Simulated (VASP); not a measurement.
Be3Ga2: single point with PBE

Be3Ga2:

```
Be Ga
1.0
     4.27731    0.00000    0.00000
     0.00000    4.27731    0.00000
     0.00000    0.00000    4.27731
Be Ga
3 2
Direct
  0.50000 0.00000 0.00000
  0.00000 0.50000 0.00000
  0.00000 0.00000 0.50000
  0.00000 0.00000 0.00000
  0.50000 0.50000 0.50000
```

| Property | Result |
| --- | --- |
| Program | VASP 6.6.1 |
| Task | single point |
| Functional | PBE |
| Potentials or basis | VASP PAW PBE potentials, release 64 (Be, Ga_d) |
| Cutoff | 600 eV |
| k mesh | 10 × 10 × 10 |
| Occupations | gaussian, width 0.1 eV |
| Spin | no spin polarisation |

```
Pressure               : 0.0 GPa
Band gap on the k mesh : zero (band 16 reaches 6.31 eV, above the bottom of band 17 at 1.40 eV)
```

Levels at points of the mesh, in eV from the Fermi level:
| k point | band 14 | band 15 | band 16 | band 17 | band 18 | band 19 |
| --- | --- | --- | --- | --- | --- | --- |
| (0.00, 0.00, 0.00) | -3.42 | -3.42 | 0.32 | 0.32 | 2.71 | 2.71 |
| (0.50, 0.00, 0.00) | -2.38 | -1.22 | -0.51 | 0.17 | 0.17 | 1.55 |
| (0.50, 0.50, 0.00) | -5.38 | -1.62 | 1.90 | 1.92 | 1.98 | 1.98 |
| (0.50, 0.50, 0.50) | -3.81 | -3.81 | -3.01 | -3.01 | -3.01 | 6.00 |

Run time: 36 s on 1 thread of Intel(R) Xeon(R) 6975P-C (Granite Rapids), with other jobs on the host, peak memory 0.26 GiB.
